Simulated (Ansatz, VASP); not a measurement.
## GaP in VASP and in Ansatz

File INCAR:

```
SYSTEM = GaP
ALGO     = Normal         ! electronic algorithm
EDIFF    = 1E-6           ! SCF threshold, eV
ENCUT    = 520            ! plane-wave cutoff, eV
GGA      = PS             ! functional
ISIF     = 2              ! what is computed and relaxed
ISMEAR   = 0              ! smearing method
LASPH    = .TRUE.         ! aspherical terms in the spheres
LCHARG   = .FALSE.        ! write CHGCAR
LREAL    = .FALSE.        ! projectors in reciprocal space
LWAVE    = .FALSE.        ! write WAVECAR
NBANDS   = 26             ! bands
NELM     = 60             ! most SCF steps
PREC     = Accurate       ! precision mode
SIGMA    = 0.02           ! smearing width, eV
```

Contents of KPOINTS:

```
k-points
0
G
  9 9 9
  0 0 0
```

File POSCAR:

```
GaP
1.0
    2.0190064990      1.1656739457      6.8752433863
   -2.0190064990      1.1656739457      6.8752433863
    0.0000000000     -2.3313478914      6.8752433863
Ga P
2 2
Direct
    0.4337471406      0.4337471406      0.4337471406
    0.5662528594      0.5662528594      0.5662528594
    0.0533019006      0.0533019006      0.0533019006
    0.9466980994      0.9466980994      0.9466980994
```

Input for Ansatz:

```yaml
crystal:
  lattice:
    - [2.019006499, 1.1656739457, 6.8752433863]
    - [-2.019006499, 1.1656739457, 6.8752433863]
    - [0.0, -2.3313478914, 6.8752433863]
  atoms:
    - { symbol: Ga, position: [0.4337471406, 0.4337471406, 0.4337471406] }
    - { symbol: Ga, position: [0.5662528594, 0.5662528594, 0.5662528594] }
    - { symbol: P, position: [0.0533019006, 0.0533019006, 0.0533019006] }
    - { symbol: P, position: [0.9466980994, 0.9466980994, 0.9466980994] }
basis:
  ecutwfc: 420
kpoints:
  mp_grid: { grid: [9, 9, 9] }
hamiltonian:
  xc: pbesol
scf:
  occupations: { method: gaussian, width: 0.02 }
output:
  forces: true
  stress: true
  eigenvalues: true
```

Alike in both runs: task single point; functional PBEsol; k mesh 9 × 9 × 9; occupations gaussian, width 0.02 eV; no spin polarisation.

```csv
,VASP,Ansatz
version,VASP 6.6.1,Ansatz 0.2.0
potentials or method,"VASP PAW PBE potentials, release 64 (Ga_d, P), cutoff 520 eV","scalar-relativistic, plane waves, PAW"
valence electrons in the cell,36,36
```

```tsv
	VASP	Ansatz	Ansatz less VASP
gap on the k mesh at the Fermi level (eV)	none	none	-
pressure (GPa)	-8.6	-8.6	+0.02
traceless stress, the component that is largest in VASP (GPa)	-0.91	-0.87	+0.033
rms of the force components (eV/Å)	0.358	0.365	+0.0077
```

VASP's potentials were made for PBE, not for PBEsol. Atom by atom the forces differ by 0.008 eV/Å (rms over components). A gap of «none» marks a metal or a gap that the smearing closes.
